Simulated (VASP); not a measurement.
A run of VASP 6.6.1 is set up as follows.

The input POSCAR:

```
MgSi
1.0
    2.9083940000      0.0000000000      0.0000000000
    0.0000000000      2.9083940000      0.0000000000
    0.0000000000      0.0000000000      4.1034270000
Mg Si
1 1
Direct
    0.0000000000      0.0000000000      0.0000000000
    0.5000000000      0.5000000000      0.5000000000
```

The input INCAR.step1:

```
SYSTEM = MgSi
  PREC = Accurate
  ENCUT = 520
  ISMEAR = -1
  SIGMA = 0.1
  LREAL = .False.
  LASPH = .True.
  NELM = 80
  NBANDS = 10
  GGA = PE
  ALGO = Normal
  EDIFF = 1E-4
  LWAVE = .True.
  LCHARG = .False.
```

Contents of INCAR.step2:

```
SYSTEM = MgSi
  PREC = Accurate
  ENCUT = 520
  EDIFF = 1E-7
  ISMEAR = -1
  SIGMA = 0.1
  LREAL = .False.
  LASPH = .True.
  NELM = 80
  ALGO = Normal
  ISIF = 2
  LWAVE = .False.
  LCHARG = .False.
  METAGGA = R2SCAN
  LMIXTAU = .True.
  NBANDS = 10
  ISTART = 1
```

File KPOINTS:

```
regular mesh
0
Gamma
  9 9 7
  0 0 0
```

Potentials or basis: VASP PAW PBE potentials, release 64 (Mg, Si).

Command:

```console
$ cat potpaw_PBE.64/Mg/POTCAR potpaw_PBE.64/Si/POTCAR > POTCAR
$ cp INCAR.step1 INCAR
$ mpirun -np 1 vasp_std > vasp.out
$ cp INCAR.step2 INCAR
$ mpirun -np 1 vasp_std > vasp.out
```

Estimate the pressure.

-1.5 GPa.

What does it give for the band gap on the k mesh?

Zero (band 3 reaches 11.33 eV, above the bottom of band 4 at 4.96 eV).

Stress tensor (GPa, compression positive):
```
 0.91  0.00  0.00
 0.00  0.91  0.00
 0.00  0.00 -6.22
```

Caveat: the PAW data sets were made with another functional, which shifts forces and pressure a little.
